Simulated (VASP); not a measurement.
Here is a VASP 6.6.1 calculation.

INCAR

```
PREC = Accurate
ENCUT = 400
EDIFF = 1E-6
ISMEAR = 0
SIGMA = 0.02
LREAL = F
LASPH = T
NELM = 120
ALGO = Normal
ISIF = 2
LWAVE = F
LCHARG = T
LDIPOL = T
IDIPOL = 3
DIPOL = 0.5 0.5 0.500
GGA = CA
LELF = T
LVHAR = T
LVACPOTAV = T
NBANDS = 22
GGA_COMPAT = F
NELMDL = -8
```

Contents of KPOINTS:

```
Automatic mesh
0
Gamma
  9 9 1
```

POSCAR

```
As
1.0
    3.4070000000      0.0000000000      0.0000000000
   -1.7035000000      2.9505485507      0.0000000000
    0.0000000000      0.0000000000     28.0000000000
As
2
Direct
    0.3333333333      0.6666666667      0.5317142857
    0.6666666667      0.3333333333      0.4682857143
```

Potentials or basis: VASP PAW LDA potentials, release 64 (As_d).

Command:

```sh
$ cat potpaw_LDA.64/As_d/POTCAR > POTCAR
$ mpirun -np 1 vasp_std > vasp.out
```

(1) What does it give for the largest force?

(2) Predict the band gap on the k mesh.

## Answers

(1) 2.836 eV/Å.

(2) zero (bands 15 and 16 overlap by 1.11 eV).
